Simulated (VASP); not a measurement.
MnS, 2 atoms in the cell. It takes space group Fm-3m (No. 225, cubic). The conventional cell has a = 5.209 Å, b = 5.209 Å, c = 5.209 Å, α = 90.00°, β = 90.00°, γ = 90.00°. Within 3.4 Å of Mn (site symmetry m-3m) lie 6 S at 2.60 Å. Within 3.4 Å of S (site symmetry m-3m) lie 6 Mn at 2.60 Å. 

```yaml
Program: VASP 6.6.1
Task: single point
Functional: PBEsol
Potentials_or_basis: VASP PAW PBE potentials, release 64 (Mn_pv, S)
Cutoff: 520 eV
k_mesh: 9 × 9 × 9
Occupations: fermi-dirac, width 0.05 eV
Spin: no spin polarisation
Dipole_correction: no
Further_INCAR_settings: ALGO = Normal; EDIFF = 1e-06; NBANDS = 16
```

Potentials or basis: VASP PAW PBE potentials, release 64 (Mn_pv, S).

Launch:

```bash
$ cat potpaw_PBE.64/Mn_pv/POTCAR potpaw_PBE.64/S/POTCAR > POTCAR
$ mpirun -np 1 vasp_std > vasp.out
```

Hardware: 1 thread of Intel(R) Xeon(R) 6975P-C (Granite Rapids), with other jobs on the host.

Question: How long does it take, and how much memory?

Answer: It took 9.3 s on 1 thread of Intel(R) Xeon(R) 6975P-C (Granite Rapids), with other jobs on the host, peak memory 0.15 GiB. Counts: scf iterations 15, k points 35.
